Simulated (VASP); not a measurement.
The system is CaO.

```
Ca O
1.0
     0.00000    2.40052    2.40052
     2.40052    0.00000    2.40052
     2.40052    2.40052    0.00000
Ca O
1 1
Direct
  0.00000 0.00000 0.00000
  0.50000 0.50000 0.50000
```

Base run:

| Item | Value |
| --- | --- |
| Program | VASP 6.6.1 |
| Functional | PBE |
| Potentials or basis | VASP PAW PBE potentials, release 64 (Ca_sv, O) |
| Cutoff | 520 eV |
| k mesh | 9 × 9 × 9 |
| Occupations | fermi-dirac, width 0.1 eV |
| Spin | no spin polarisation |

Its results: band gap on the k mesh 3.69 eV, indirect (least direct gap 4.07 eV); pressure 2.6 GPa.

Problem. After a change of settings the same cell gave: band gap on the k mesh 3.63 eV, indirect (least direct gap 4.01 eV); pressure 2.5 GPa. Which change was it?
A. cutoff from 520 eV to 600 eV; k mesh from 9 × 9 × 9 to 6 × 6 × 6
B. cutoff from 520 eV to 600 eV; k mesh from 9 × 9 × 9 to 6 × 6 × 6; dispersion from none to D4
C. functional from PBE to RPBE; cutoff from 520 eV to 600 eV; k mesh from 9 × 9 × 9 to 6 × 6 × 6

Solution. A.
